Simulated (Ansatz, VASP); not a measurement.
# AlN in VASP and in Ansatz

INCAR

```
PREC = Accurate
ENCUT = 600
EDIFF = 1E-7
ISMEAR = 0
SIGMA = 0.02
LREAL = F
LASPH = T
NELM = 120
ALGO = Normal
ISIF = 3
LWAVE = F
LCHARG = F
GGA = PE
IBRION = 2
NSW = 100
EDIFFG = -0.002
GGA_COMPAT = F
NELMIN = 4
```

File KPOINTS:

```
regular mesh
0
Gamma
  9 9 6
```

The input POSCAR:

```
AlN
1.0
    3.1100000000      0.0000000000      0.0000000000
   -1.5550000000      2.6933390000      0.0000000000
    0.0000000000      0.0000000000      4.9800000000
Al N
2 2
Direct
    0.3333333000      0.6666667000      0.0000000000
    0.6666667000      0.3333333000      0.5000000000
    0.3333333000      0.6666667000      0.3770000000
    0.6666667000      0.3333333000      0.8770000000
```

Input for Ansatz:

```yaml
crystal:
  lattice:
    - [3.11, 0.0, 0.0]
    - [-1.555, 2.693339, 0.0]
    - [0.0, 0.0, 4.98]
  atoms:
    - { symbol: Al, position: [0.3333333, 0.6666667, 0.0] }
    - { symbol: Al, position: [0.6666667, 0.3333333, 0.5] }
    - { symbol: "N", position: [0.3333333, 0.6666667, 0.377] }
    - { symbol: "N", position: [0.6666667, 0.3333333, 0.877] }
basis:
  ecutwfc: 420
kpoints:
  mp_grid: { grid: [9, 9, 6] }
hamiltonian:
  xc: pbe
  pseudopotentials: { kind: paw, azcp: { folder: soft_1 } }
scf:
  occupations: { method: gaussian, width: 0.02 }
output:
  forces: true
  stress: true
  eigenvalues: true
relax:
  adjacent_minimum: "off"
  f_tol: 0.002
  max_steps: 80
  cell: { stress_tol: 0.02 }
```

Alike in both runs: task relaxation of cell and atoms; functional PBE; k mesh 9 × 9 × 6; occupations gaussian, width 0.02 eV; no spin polarisation.

|  | VASP | Ansatz |
| --- | --- | --- |
| version | VASP 6.6.1 | Ansatz 0.2.0 |
| potentials or method | VASP PAW PBE potentials, release 64 (Al, N), cutoff 600 eV | scalar-relativistic, plane waves, PAW |
| valence electrons in the cell | 16 | 16 |

Ansatz gave:

```
gap on the k mesh at the Fermi level, each at its own relaxed structure (eV) : 4.04
relaxed volume (Å³/atom)                                                     : 10.64
relaxed cell length with the largest relative difference (Å)                 : 3.130
```

Problem. What did VASP give for the same quantities?

Solution. gap on the k mesh at the Fermi level, each at its own relaxed structure (eV): 4.06; relaxed volume (Å³/atom): 10.62; relaxed cell length with the largest relative difference (Å): 3.128.
